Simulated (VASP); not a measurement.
## BiTe: relaxation of cell and atoms with PBEsol

BiTe:

```xyz
2
Lattice="2.4227 1.3988 3.3173 -2.4227 1.3988 3.3173 0.0000 -2.7975 3.3173" Properties=species:S:1:pos:R:3 pbc="T T T"
Bi    0.0000    0.0000    4.9759
Te    0.0000    0.0000    0.0000
```

```json
{"Program": "VASP 6.6.1", "Task": "relaxation of cell and atoms", "Functional": "PBEsol", "Potentials or basis": "VASP PAW PBE potentials, release 64 (Bi_d, Te)", "Cutoff": "600 eV", "k mesh": "7 × 7 × 7", "Occupations": "fermi-dirac, width 0.05 eV", "Spin": "no spin polarisation", "Target pressure": "20 GPa", "Dipole correction": "no", "Further INCAR settings": "ALGO = Normal; EDIFF = 1e-07; IBRION = 2; EDIFFG = -0.01; NSW = 60; ISIF = 3"}
```

* Relaxed volume: 23.51 Å³/atom
* Relaxed cell: a = 3.609 Å, b = 3.609 Å, c = 3.609 Å, α = 89.99°, β = 89.99°, γ = 89.99°
* Space group after relaxing (to 0.05 Å): Pm-3m (No. 221)
* Energy change on relaxing (the enthalpy is what falls): +354.6 meV/atom
* Ionic steps: 19
* Pressure after relaxing: 19.9 GPa

The path:
```tsv
step	energy change (eV)	largest force (eV/Å)	pressure (GPa)	volume (Å³)
1	0.0000	0.0000	-2.32	67.45
2	10.8769	0.0000	201.18	31.20
3	0.3715	0.0000	14.35	54.02
4	0.5077	0.0000	17.46	52.65
5	0.6282	0.0000	20.06	51.62
6	0.5926	0.0000	19.30	51.91
7	0.5785	0.0000	19.24	51.54
8	0.5894	0.0000	18.87	50.07
9	0.9622	0.0000	25.96	45.34
10	0.8378	0.0000	23.02	46.09
11	0.6615	0.0000	18.58	47.56
12	0.7287	0.0000	20.40	46.89
13	0.7794	0.0000	21.68	46.48
14	0.7534	0.0000	21.04	46.68
15	0.7567	0.0000	21.11	46.65
16	0.7445	0.0000	20.83	46.74
17	0.7407	0.0000	20.73	46.77
18	0.7230	0.0000	20.29	46.91
19	0.7092	0.0000	19.94	47.02
```

Final structure:
```
CELL_PARAMETERS angstrom
2.55204 1.47342 2.08403
-2.55204 1.47342 2.08403
0.00000 -2.94684 2.08403
ATOMIC_POSITIONS crystal
Bi 0.50000 0.50000 0.50000
Te 0.00000 0.00000 0.00000
```

Levels at points of the mesh, in eV from the Fermi level:
```csv
k point,band 7,band 8,band 9,band 10,band 11,band 12,band 13,band 14
"(0.00, 0.00, 0.00)",-7.72,-3.27,-3.27,-3.27,2.54,2.54,5.84,5.84
```

Run time: 7.8 min on 1 thread of Intel(R) Xeon(R) Platinum 8259CL CPU @ 2.50GHz (Skylake/Cascade Lake), with other jobs on the host, peak memory 0.25 GiB.

Caveat: the cell is relaxed towards a set pressure, so the enthalpy falls and the energy may rise; the volume moved by over 15 % at a fixed basis, so the end points are rough; the PAW data sets were made with another functional, which shifts forces and pressure a little; spin-orbit coupling is left out, which moves the levels of the heavy elements.
